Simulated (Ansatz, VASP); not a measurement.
# ZnS: VASP beside Ansatz

File POSCAR:

```
ZnS
1.0
    0.0000000000      2.5013072905      2.5013072905
    2.5013072905      0.0000000000      2.5013072905
    2.5013072905      2.5013072905      0.0000000000
Zn S
1 1
Direct
    0.0000000000      0.0000000000      0.0000000000
    0.2500000000      0.2500000000      0.2500000000
```

INCAR.step1

```
PREC = Accurate
ENCUT = 520
ISMEAR = -1
SIGMA = 0.05
LREAL = False
LASPH = True
NELM = 80
NBANDS = 16
GGA = PE
ALGO = Normal
EDIFF = 1E-4
LWAVE = True
LCHARG = False
```

File INCAR.step2:

```
PREC = Accurate
ENCUT = 520
EDIFF = 1E-7
ISMEAR = -1
SIGMA = 0.05
LREAL = False
LASPH = True
NELM = 80
ALGO = Normal
ISIF = 2
LWAVE = False
LCHARG = False
METAGGA = R2SCAN
LMIXTAU = True
NBANDS = 16
ISTART = 1
```

Contents of KPOINTS:

```
Automatic mesh
0
Gamma
  12 12 12
```

Input for Ansatz:

```yaml
crystal:
  lattice:
    - [0.0, 2.5013072905, 2.5013072905]
    - [2.5013072905, 0.0, 2.5013072905]
    - [2.5013072905, 2.5013072905, 0.0]
  atoms:
    - { symbol: Zn, position: [0.0, 0.0, 0.0] }
    - { symbol: S, position: [0.25, 0.25, 0.25] }
kpoints:
  mp_grid: { grid: [12, 12, 12] }
scf:
  occupations: { method: fermi_dirac, width: 0.05 }
hamiltonian:
  xc: r2scan
  pseudopotentials: { kind: paw }
output:
  forces: true
  stress: true
  eigenvalues: true
  populations: true
```

Change from the starting cell: volume scaled by 0.8, PAW files.

Alike in both runs: task single point; functional r2SCAN; k mesh 12 × 12 × 12; occupations fermi-dirac, width 0.05 eV; no spin polarisation.

```csv
,VASP,Ansatz
version,VASP 6.6.1,Ansatz 0.2.0
potentials or method,"VASP PAW PBE potentials, release 64 (Zn, S)","PAW with Ansatz's default frozen-core files, scalar-relativistic"
plane-wave cutoff (eV),520,500
valence electrons in the cell,18,18
```

|  | VASP | Ansatz | Ansatz less VASP |
| --- | --- | --- | --- |
| gap on the k mesh at the Fermi level (eV) | 3.11 | 3.10 | -0.006 |
| pressure (GPa) | 28.8 | 28.5 | -0.23 |

VASP's potentials were made for PBE, not for r2SCAN. Both programs put the cell under a high pressure, so it lies far from rest at this level.
